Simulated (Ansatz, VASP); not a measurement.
# Au: VASP beside Ansatz

File POSCAR:

```
Au
1.0
    0.0000000000      2.0615246536      2.0615246536
    2.0615246536      0.0000000000      2.0615246536
    2.0615246536      2.0615246536      0.0000000000
Au
1
Direct
    0.0000000000      0.0000000000      0.0000000000
```

The input INCAR.step1:

```
ALGO = Normal
EDIFF = 1E-4
ENCUT = 520
GGA = PE
ISMEAR = 1
LASPH = T
LCHARG = F
LREAL = F
LWAVE = T
NBANDS = 12
NELM = 60
PREC = Accurate
SIGMA = 1.0
```

File INCAR.step2:

```
ALGO = Normal
EDIFF = 1E-6
ENCUT = 520
ISIF = 2
ISMEAR = 1
ISTART = 1
LASPH = T
LCHARG = F
LMIXTAU = T
LREAL = F
LWAVE = F
METAGGA = R2SCAN
NBANDS = 12
NELM = 60
PREC = Accurate
SIGMA = 1.0
```

KPOINTS

```
k-points
0
Gamma
  13 13 13
```

Input for Ansatz:

```yaml
crystal:
  lattice:
    - [0.0, 2.0615246536, 2.0615246536]
    - [2.0615246536, 0.0, 2.0615246536]
    - [2.0615246536, 2.0615246536, 0.0]
  atoms:
    - { symbol: Au, position: [0.0, 0.0, 0.0] }
hamiltonian:
  xc: r2scan
  pseudopotentials:
    kind: paw
    azcp:
      Au: "pseudopotentials/Au.paw.azcp"
basis:
  ecutwfc: 500
  fft_grid_basis: typed
kpoints:
  mp_grid: { grid: [13, 13, 13], shift: [0, 0, 0] }
magnetization:
  spin_polarized: false
scf:
  occupations: { method: methfessel_paxton, width: 1.0 }
  lower_state_search: "off"
output:
  stress: true
```

Alike in both runs: task single point; functional r2SCAN; k mesh 13 × 13 × 13; occupations methfessel-paxton of order 1, width 1 eV; no spin polarisation.

|  | VASP | Ansatz |
| --- | --- | --- |
| version | VASP 6.6.1 | Ansatz 0.2.0 |
| potentials or method | VASP PAW PBE potentials, release 64 (Au), cutoff 520 eV | plane waves (500 eV) with PAW, scalar-relativistic |
| valence electrons in the cell | 11 | 19 |

```tsv
	VASP	Ansatz	Ansatz less VASP
pressure (GPa)	0.4	0.1	-0.26
```

VASP's potentials were made for PBE, not for r2SCAN. VASP's potentials hold 11 valence electrons a cell and Ansatz's 19, so a difference there can come from the potentials and not from the codes.

Spin-orbit coupling is off throughout.
